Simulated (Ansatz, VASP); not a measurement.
**Two plane-wave programs on InO**

```xyz
4
Lattice="3.1773 0.0000 0.0000 -1.5887 2.7516 0.0000 0.0000 0.0000 16.5122" Properties=species:S:1:pos:R:3 pbc="T T T"
In    1.5887    0.9172    9.7425
In    1.5887    0.9172    6.7696
O     0.0000    0.0000   10.5656
O     0.0000    0.0000    5.9466
```

Change from the starting cell: strain -0.080 along x and y, +0.040 along z, atoms carried along.

Alike in both runs: task single point; functional PBE; k mesh 12 × 12 × 2; occupations gaussian, width 0.03 eV; no spin polarisation.

|  | VASP | Ansatz |
| --- | --- | --- |
| version | VASP 6.6.1 | Ansatz 0.2.0 |
| potentials or method | VASP PAW PBE potentials, release 64 (In_d, O), cutoff 520 eV | scalar-relativistic, plane waves, PAW |
| valence electrons in the cell | 38 | 38 |

|  | VASP | Ansatz | Ansatz less VASP |
| --- | --- | --- | --- |
| gap on the k mesh at the Fermi level (eV) | none | none | - |
| rms of the force components (eV/Å) | 1.177 | 1.148 | -0.0286 |

Atom by atom the forces differ by 0.029 eV/Å (rms over components). A gap of «none» marks a metal or a gap that the smearing closes. The functional is the same, so the differences come from potentials, cutoffs and numerics.
